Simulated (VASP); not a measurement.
Write the native input for VASP 6.6.1 that does the following.

- Task: single point
- Functional: PBE
- Dispersion: D3(BJ)
- Potentials or basis: VASP PAW PBE potentials, release 64 (Si, C)
- Cutoff: 520 eV
- k mesh: 4 × 4 × 4, shifted
- Occupations: gaussian, width 0.1 eV
- Spin: no spin polarisation
- Dipole correction: no
- Further INCAR settings: LREAL = Auto; ALGO = Normal; EDIFF = 1e-06; NBANDS = 83

The structure of SiC30 (a cell with a defect) lies in POSCAR:

```
SiC30
1.0
    4.9310759918      4.2682922365      0.0000000000
   -4.9310759918      4.2682922365      0.0000000000
    0.0000000000      0.0000000000      6.7989838489
Si C
1 30
Direct
    0.5559183618      0.8059183618      0.7500000000
    1.0034325138      1.0087278828      0.7500000000
    0.5290797665      0.5148237224      0.7500000000
    0.8993428157      0.6334745299      0.7500000000
    0.2648237224      0.7790797665      0.7500000000
    0.3834745299      0.1493428157      0.7500000000
    0.7587278828      0.2534325138      0.7500000000
    0.1398254234      0.3898254234      0.7500000000
    0.2866023905      0.5366023905      0.2500000000
    0.6618102139      0.6613357218      0.2500000000
    0.1617554034      0.1617334224      0.2500000000
    0.5367742578      0.2866002361      0.2500000000
    0.9117334224      0.4117554034      0.2500000000
    0.0366002361      0.7867742578      0.2500000000
    0.4113357218      0.9118102139      0.2500000000
    0.7871184419      0.0371184419      0.2500000000
    0.1197990226      0.3697990226      0.2500000000
    0.4947730578      0.4944861067      0.2500000000
   -0.0051428807     -0.0050621621      0.2500000000
    0.3697474820      0.1198539867      0.2500000000
    0.7449378379      0.2448571193      0.2500000000
    0.8698539867      0.6197474820      0.2500000000
    0.2444861067      0.7447730578      0.2500000000
    0.6198933901      0.8698933901      0.2500000000
    0.8460073033      0.8318217208      0.7500000000
    0.3519696897      0.3572467350      0.7500000000
    0.7272849339      0.4615377459      0.7500000000
    0.1072467350      0.6019696897      0.7500000000
    0.2115377459      0.9772849339      0.7500000000
    0.5818217208      0.0960073033      0.7500000000
    0.9707736745      0.2207736745      0.7500000000
```

These files were run (other wordings do the same):

INCAR

```
  ALGO = Normal
  EDIFF = 1E-6
  ENCUT = 520
  GGA = PE
  ISIF = 2
  ISMEAR = 0
  IVDW = 12
  LASPH = T
  LCHARG = F
  LREAL = Auto
  LWAVE = F
  NBANDS = 83
  NELM = 60
  PREC = Accurate
  SIGMA = 0.1
```

KPOINTS

```
Automatic mesh
0
Gamma
  4 4 4
  0.5 0.5 0.5
```

Potentials or basis: VASP PAW PBE potentials, release 64 (Si, C).

Command:

```sh
$ cat potpaw_PBE.64/Si/POTCAR potpaw_PBE.64/C/POTCAR > POTCAR
$ mpirun -np 1 vasp_std > vasp.out
```

Results of the run:

| Property | Result |
| --- | --- |
| Pressure | 2.8 GPa |
| Largest force | 0.055 eV/Å |
| Band gap on the k mesh | zero (filled and empty bands touch) |
| Dispersion energy per atom | -0.159 eV |

Run time: 4.9 min on 1 thread of Intel(R) Xeon(R) 6975P-C (Granite Rapids) (shared host), peak memory 0.44 GiB.
